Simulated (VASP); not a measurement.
Write the native input for VASP 6.6.1 that does the following.

- Task: single point
- Functional: PBE
- Potentials or basis: VASP PAW PBE potentials, release 64 (Li_sv, Be)
- Cutoff: 520 eV
- k mesh: 10 × 10 × 10
- Occupations: fermi-dirac, width 0.15 eV
- Spin: no spin polarisation
- Dipole correction: no
- Further INCAR settings: ALGO = Normal; EDIFF = 1e-06; NBANDS = 10

The structure of LiBe lies in POSCAR:

```
LiBe
1.0
    2.7731597886      0.0000000000      0.0000000000
    0.0000000000      2.7731597886      0.0000000000
    0.0000000000      0.0000000000      2.7731597886
Li Be
1 1
Direct
    0.0000000000      0.0000000000      0.0000000000
    0.5000000000      0.5000000000      0.5000000000
```

The input as run:

INCAR

```
SYSTEM = LiBe
ALGO = Normal ; EDIFF = 1E-6
ENCUT = 520 ; GGA = PE
ISIF = 2 ; ISMEAR = -1
LASPH = .True. ; LCHARG = .False.
LREAL = .False. ; LWAVE = .False.
NBANDS = 10 ; NELM = 100
PREC = Accurate ; SIGMA = 0.15
```

KPOINTS

```
k-points
0
Gamma
  10 10 10
  0 0 0
```

Potentials or basis: VASP PAW PBE potentials, release 64 (Li_sv, Be).

The run is started by

```sh
$ cat potpaw_PBE.64/Li_sv/POTCAR potpaw_PBE.64/Be/POTCAR > POTCAR
$ mpirun -np 1 vasp_std > vasp.out
```

It took 8.3 s on 1 thread of AMD EPYC 7R13 Processor (Zen 3), with other jobs on the host, peak memory 0.11 GiB.
